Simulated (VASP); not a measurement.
Os3Au, 8 atoms in the cell. Symmetry: Pm-3n, No. 223, cubic system. Conventional cell: a = 4.999 Å, b = 4.999 Å, c = 4.999 Å, α = 90.00°, β = 90.00°, γ = 90.00°. Os (site symmetry -4m2) has 10 Os at 2.50 to 3.06 Å and 4 Au at 2.79 Å within 3.3 Å. Within 3.7 Å of Au (site symmetry m-3) lie 12 Os at 2.79 Å. The cell was generated, and may not be a known phase.

| Item | Value |
| --- | --- |
| Program | VASP 6.6.1 |
| Task | single point |
| Functional | PBE |
| Potentials or basis | VASP PAW PBE potentials, release 64 (Os, Au) |
| Cutoff | 600 eV |
| k mesh | 3 × 3 × 3 |
| Occupations | gaussian, width 0.2 eV |
| Spin | no spin polarisation |
| Dipole correction | no |
| Further INCAR settings | ALGO = Normal; EDIFF = 1e-06; NBANDS = 45 |

Potentials or basis: VASP PAW PBE potentials, release 64 (Os, Au).

The run is started by

```bash
$ cat potpaw_PBE.64/Os/POTCAR potpaw_PBE.64/Au/POTCAR > POTCAR
$ mpirun -np 1 vasp_std > vasp.out
```

Hardware: 1 thread of Intel Xeon 8259CL (shared host).

Estimate the wall time of this run.

Run time: 37 s on 1 thread of Intel Xeon 8259CL (shared host), peak memory 0.24 GiB. Counts: scf iterations 14, k points 4.
